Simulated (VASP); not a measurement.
# NaCl (Fm-3m) in VASP: notebook, part 3 of 3

VASP 6.6.1.

## Step 5: Single point, r2SCAN

This run uses another cell than the first one, of 22.92 Å³/atom, 1.083 times its volume.

The input, POSCAR:

```
NaCl
1.0
    0.0000000000      2.8406424155      2.8406424155
    2.8406424155      0.0000000000      2.8406424155
    2.8406424155      2.8406424155      0.0000000000
Na Cl
1 1
Direct
    0.0000000000      0.0000000000      0.0000000000
    0.5000000000      0.5000000000      0.5000000000
```

The input, INCAR.step1:

```
SYSTEM = NaCl
PREC     = Accurate       ! precision mode
ENCUT    = 520            ! plane-wave cutoff, eV
ISMEAR   = 0              ! smearing method
SIGMA    = 0.05           ! smearing width, eV
LREAL    = .FALSE.        ! projectors in reciprocal space
LASPH    = .TRUE.         ! aspherical terms in the spheres
NELM     = 60             ! most SCF steps
NBANDS   = 14             ! bands
GGA      = PE             ! functional
ALGO     = Normal         ! electronic algorithm
EDIFF    = 1E-4           ! SCF threshold, eV
LWAVE    = .TRUE.         ! write WAVECAR
LCHARG   = .FALSE.        ! write CHGCAR
```

The input, INCAR.step2:

```
SYSTEM = NaCl
PREC     = Accurate       ! precision mode
ENCUT    = 520            ! plane-wave cutoff, eV
EDIFF    = 1E-7           ! SCF threshold, eV
ISMEAR   = 0              ! smearing method
SIGMA    = 0.05           ! smearing width, eV
LREAL    = .FALSE.        ! projectors in reciprocal space
LASPH    = .TRUE.         ! aspherical terms in the spheres
NELM     = 60             ! most SCF steps
ALGO     = Normal         ! electronic algorithm
ISIF     = 2              ! what is computed and relaxed
LWAVE    = .FALSE.        ! write WAVECAR
LCHARG   = .FALSE.        ! write CHGCAR
METAGGA  = R2SCAN         ! meta-GGA
LMIXTAU  = .TRUE.       
NBANDS   = 14             ! bands
ISTART   = 1
```

The input, KPOINTS:

```
Automatic mesh
0
G
  6 6 6
  0 0 0
```

Potentials or basis: VASP PAW PBE potentials, release 64 (Na_pv, Cl).

Run with:

```sh
$ cat potpaw_PBE.64/Na_pv/POTCAR potpaw_PBE.64/Cl/POTCAR > POTCAR
$ cp INCAR.step1 INCAR
$ mpirun -np 1 vasp_std > vasp.out
$ cp INCAR.step2 INCAR
$ mpirun -np 1 vasp_std > vasp.out
```

OUTCAR:

```text
SYSTEM = NaCl
   PREC = Accurate
   ENCUT = 520
   EDIFF = 1E-7
   ISMEAR = 0
   LREAL = .FALSE.
   LASPH = .TRUE.
   NELM = 60
   ISIF = 2
   METAGGA = R2SCAN
   ISTART = 1

 ion  position               nearest neighbor table
   1  0.000  0.000  0.000-
   2  0.500  0.500  0.500-

  LATTYP: Found a face centered cubic cell.
 ALAT       =     5.6812848310

  Lattice vectors:

[... 446 lines left out ...]
     13      15.6526      0.00000
     14      15.8653      0.00000

------------------------ aborting loop because EDIFF is reached ----------------------------------------

  FORCE on cell =-STRESS in cart. coord.  units (eV):
  Direction    XX          YY          ZZ          XY          YZ          ZX
  --------------------------------------------------------------------------------------
  -------------------------------------------------------------------------------------
  Total       -0.3451012     -0.3451012     -0.3451012      0.0000000      0.0000000      0.0000000
  in kB      -12.0608327    -12.0608327    -12.0608327      0.0000000      0.0000000      0.0000000
  external PRESSURE =     -12.0608327 kB  Pullay stress =       0.0000000 kB

 VOLUME and BASIS-vectors are now :
 -----------------------------------------------------------------------------
  energy-cutoff  :      520.00
  volume of cell :       45.84
      direct lattice vectors                 reciprocal lattice vectors
     0.000000000  2.840642416  2.840642416    -0.176016523  0.176016523  0.176016523
     2.840642416  0.000000000  2.840642416     0.176016523 -0.176016523  0.176016523
     2.840642416  2.840642416  0.000000000     0.176016523  0.176016523 -0.176016523

 POSITION                                       TOTAL-FORCE (eV/Angst)
 -----------------------------------------------------------------------------------
      0.00000      0.00000      0.00000         0.000000      0.000000      0.000000
      2.84064      2.84064      2.84064        -0.000000     -0.000000      0.000000
 -----------------------------------------------------------------------------------
    total drift:                               -0.000000      0.000000      0.000000

  FREE ENERGIE OF THE ION-ELECTRON SYSTEM (eV)
  ---------------------------------------------------
  free  energy   TOTEN  =       -13.7822329411 eV

  energy  without entropy=      -13.7822329411  energy(sigma->0) =      -13.78223294
```

Run time: 26 s. Hardware: 1 thread of Intel Xeon 6975P-C (Granite Rapids), shared host; peak memory 0.16 GiB.

What came out:

| Property | Result |
| --- | --- |
| Free energy | -13.7822 eV |
| Pressure | -1.2 GPa |
| Band gap on the k mesh | 5.83 eV, direct |

Levels at points of the mesh, in eV from the valence-band top:
```csv
k point,band 5,band 6,band 7,band 8,band 9,band 10
"(0.00, 0.00, 0.00)",0.00,0.00,0.00,5.83,11.74,11.74
"(0.50, 0.00, 0.00)",-1.86,-0.27,-0.27,7.90,11.43,11.72
"(0.50, 0.50, 0.00)",-1.62,-0.59,-0.59,8.38,8.63,12.04
```

Caveat: the PAW data sets were made with another functional, which shifts forces and pressure a little.

## Step 6: Single point, r2SCAN

The input, POSCAR:

```
NaCl
1.0
    0.0000000000      2.8405717629      2.8405717629
    2.8405717629      0.0000000000      2.8405717629
    2.8405717629      2.8405717629      0.0000000000
Na Cl
1 1
Direct
    0.0000000000      0.0000000000      0.0000000000
    0.5000000000      0.5000000000      0.5000000000
```

The input, INCAR.step1:

```
SYSTEM = NaCl
ALGO = Normal ; EDIFF = 1E-4
ENCUT = 520 ; GGA = PE
ISMEAR = 0 ; LASPH = .True.
LCHARG = .False. ; LREAL = .False.
LWAVE = .True. ; NBANDS = 14
NELM = 60 ; PREC = Accurate
SIGMA = 0.05
```

The input, INCAR.step2:

```
SYSTEM = NaCl
ALGO = Normal ; EDIFF = 1E-6
ENCUT = 520 ; ISIF = 2
ISMEAR = 0 ; ISTART = 1
LASPH = .True. ; LCHARG = .False.
LMIXTAU = .True. ; LREAL = .False.
LWAVE = .False. ; METAGGA = R2SCAN
NBANDS = 14 ; NELM = 60
PREC = Accurate ; SIGMA = 0.05
```

The input, KPOINTS:

```
k-points
0
Gamma
  6 6 6
  0 0 0
```

Potentials or basis: VASP PAW PBE potentials, release 64 (Na_pv, Cl).

Run with:

```sh
$ cat potpaw_PBE.64/Na_pv/POTCAR potpaw_PBE.64/Cl/POTCAR > POTCAR
$ cp INCAR.step1 INCAR
$ mpirun -np 1 vasp_std > vasp.out
$ cp INCAR.step2 INCAR
$ mpirun -np 1 vasp_std > vasp.out
```

OUTCAR:

```text
SYSTEM = NaCl
   EDIFF = 1E-6
   ENCUT = 520
   ISIF = 2
   ISMEAR = 0
   ISTART = 1
   LASPH = .True.
   LREAL = .False.
   METAGGA = R2SCAN
   NELM = 60
   PREC = Accurate

 ion  position               nearest neighbor table
   1  0.000  0.000  0.000-
   2  0.500  0.500  0.500-

  LATTYP: Found a face centered cubic cell.
 ALAT       =     5.6811435258

  Lattice vectors:

[... 446 lines left out ...]
     13      15.6536      0.00000
     14      15.8663      0.00000

------------------------ aborting loop because EDIFF is reached ----------------------------------------

  FORCE on cell =-STRESS in cart. coord.  units (eV):
  Direction    XX          YY          ZZ          XY          YZ          ZX
  --------------------------------------------------------------------------------------
  -------------------------------------------------------------------------------------
  Total       -0.3427655     -0.3427655     -0.3427655     -0.0000000      0.0000000     -0.0000000
  in kB      -11.9800979    -11.9800979    -11.9800979     -0.0000000      0.0000000     -0.0000000
  external PRESSURE =     -11.9800979 kB  Pullay stress =       0.0000000 kB

 VOLUME and BASIS-vectors are now :
 -----------------------------------------------------------------------------
  energy-cutoff  :      520.00
  volume of cell :       45.84
      direct lattice vectors                 reciprocal lattice vectors
     0.000000000  2.840571763  2.840571763    -0.176020901  0.176020901  0.176020901
     2.840571763  0.000000000  2.840571763     0.176020901 -0.176020901  0.176020901
     2.840571763  2.840571763  0.000000000     0.176020901  0.176020901 -0.176020901

 POSITION                                       TOTAL-FORCE (eV/Angst)
 -----------------------------------------------------------------------------------
      0.00000      0.00000      0.00000         0.000000     -0.000000      0.000000
      2.84057      2.84057      2.84057         0.000000      0.000000      0.000000
 -----------------------------------------------------------------------------------
    total drift:                                0.000000      0.000000      0.000000

  FREE ENERGIE OF THE ION-ELECTRON SYSTEM (eV)
  ---------------------------------------------------
  free  energy   TOTEN  =       -13.7822589735 eV

  energy  without entropy=      -13.7822589735  energy(sigma->0) =      -13.78225897
```

OSZICAR.step1:

```text
N       E                     dE             d eps       ncg     rms          rms(c)
DAV:   1     0.992431658625E+02    0.99243E+02   -0.73167E+03   454   0.100E+03
DAV:   2     0.137830345159E+01   -0.97865E+02   -0.90683E+02   496   0.269E+02
DAV:   3    -0.685028385902E+01   -0.82286E+01   -0.81831E+01   568   0.707E+01
DAV:   4    -0.697714410873E+01   -0.12686E+00   -0.12681E+00   532   0.991E+00
DAV:   5    -0.698007604982E+01   -0.29319E-02   -0.29319E-02   570   0.150E+00    0.215E+00
DAV:   6    -0.678338538416E+01    0.19669E+00   -0.33208E-01   556   0.328E+00    0.160E+00
DAV:   7    -0.677177729511E+01    0.11608E-01   -0.82845E-02   594   0.162E+00    0.109E+00
DAV:   8    -0.677764481654E+01   -0.58675E-02   -0.10478E-02   496   0.861E-01    0.304E-01
DAV:   9    -0.677752310834E+01    0.12171E-03   -0.22890E-04   568   0.114E-01    0.170E-01
DAV:  10    -0.677765458021E+01   -0.13147E-03   -0.37623E-04   502   0.142E-01    0.769E-02
DAV:  11    -0.677764088380E+01    0.13696E-04   -0.21919E-05   326   0.416E-02
   1 F= -.67776409E+01 E0= -.67776409E+01  d E =-.666268E-21
```

Run time: 20 s. Hardware: 1 thread of Intel Xeon 6975P-C (Granite Rapids), shared host; peak memory 0.16 GiB.

Results:

* Free energy: -13.7823 eV
* Pressure: -1.2 GPa
* Band gap on the k mesh: 5.83 eV, direct

Caveat: the PAW data sets were made with another functional, which shifts forces and pressure a little.

## Step 7: Summary

| cell | gap on the mesh (eV) | pressure (GPa) |
| --- | --- | --- |
| a = 3.911 Å, angles 60.0°, 2 atoms | 6.17 | 1.1 |
| a = 3.965 Å, angles 60.0°, 2 atoms | 5.99 | -0.2 |
| a = 4.028 Å, angles 60.0°, 2 atoms | 5.80 | -1.4 |
| a = 4.017 Å, angles 60.0°, 2 atoms | 5.83 | -1.2 |

Alike in all rows: task single point; level r2SCAN; potentials or basis VASP PAW PBE potentials, release 64 (Na_pv, Cl); no spin polarisation; k mesh 6 × 6 × 6; cutoff (eV) 520; smearing gaussian 0.05 eV.

Caveats: the PAW data sets were made with another functional, which shifts forces and pressure a little.

Absolute energies hang on the potentials; compare differences alone.
